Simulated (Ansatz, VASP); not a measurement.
# Sb: VASP beside Ansatz

```xyz
6
Lattice="5.1760 0.0000 0.0000 -2.5880 4.4826 0.0000 0.0000 0.0000 8.8674" Properties=species:S:1:pos:R:3 pbc="T T T"
Sb    0.0000    2.9884    1.0133
Sb    2.5880    1.4942    5.4470
Sb    2.5880    1.4942    7.8541
Sb    0.0000    2.9884    3.4204
Sb    0.0000    2.9884    6.6506
Sb    2.5880    1.4942    2.2169
```

Alike in both runs: task relaxation of cell and atoms; functional PBE; k mesh 6 × 6 × 2; occupations gaussian, width 0.1 eV; no spin polarisation.

```csv
,VASP,Ansatz
version,VASP 6.6.1,Ansatz 0.2.0
potentials or method,"VASP PAW PBE potentials, release 64 (Sb), cutoff 600 eV","scalar-relativistic, plane waves, PAW"
valence electrons in the cell,30,90
```

```csv
,VASP,Ansatz,Ansatz less VASP
"gap on the k mesh at the Fermi level, each at its own relaxed structure (eV)",none,none,-
relaxed volume (Å³/atom),30.49,30.44,-0.047
relaxed cell length with the largest relative difference (Å),4.171,4.167,-0.0040
```

A gap of «none» marks a metal or a gap that the smearing closes. VASP's potentials hold 30 valence electrons a cell and Ansatz's 90, so a difference there can come from the potentials and not from the codes.

Spin-orbit coupling is off throughout.
